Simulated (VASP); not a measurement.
A run of VASP 6.6.1:

INCAR

```
PREC = Accurate ; ENCUT = 520
EDIFF = 1E-6 ; ISMEAR = 0
SIGMA = 0.1 ; LREAL = F
LASPH = T ; NELM = 150
ALGO = Normal ; ISIF = 2
LWAVE = F ; LCHARG = F
ISPIN = 2 ; MAGMOM = 3.76 0.37
LORBIT = 11 ; LMAXMIX = 4
GGA = PS ; NBANDS = 18
```

File KPOINTS:

```
Automatic mesh
0
Gamma
  18 18 18
```

POSCAR

```
FeO
1.0
    1.4701985141      0.8488195079      2.4019648552
   -1.4701985141      0.8488195079      2.4019648552
    0.0000000000     -1.6976390158      2.4019648552
Fe O
1 1
Direct
    0.0000000000      0.0000000000      0.0000000000
    0.5000000000      0.5000000000      0.5000000000
```

Potentials or basis: VASP PAW PBE potentials, release 64 (Fe, O).

Launch:

```sh
$ cat potpaw_PBE.64/Fe/POTCAR potpaw_PBE.64/O/POTCAR > POTCAR
$ mpirun -np 1 vasp_std > vasp.out
```

Hardware: 1 thread of Oxide Virtual Turin-like Processor, on a shared host.

Problem. Estimate the wall time of this run.

Solution. Wall time 7.6 min on 1 thread of Oxide Virtual Turin-like Processor, on a shared host, peak memory 0.37 GiB. Counts: scf iterations 15, k points 580.
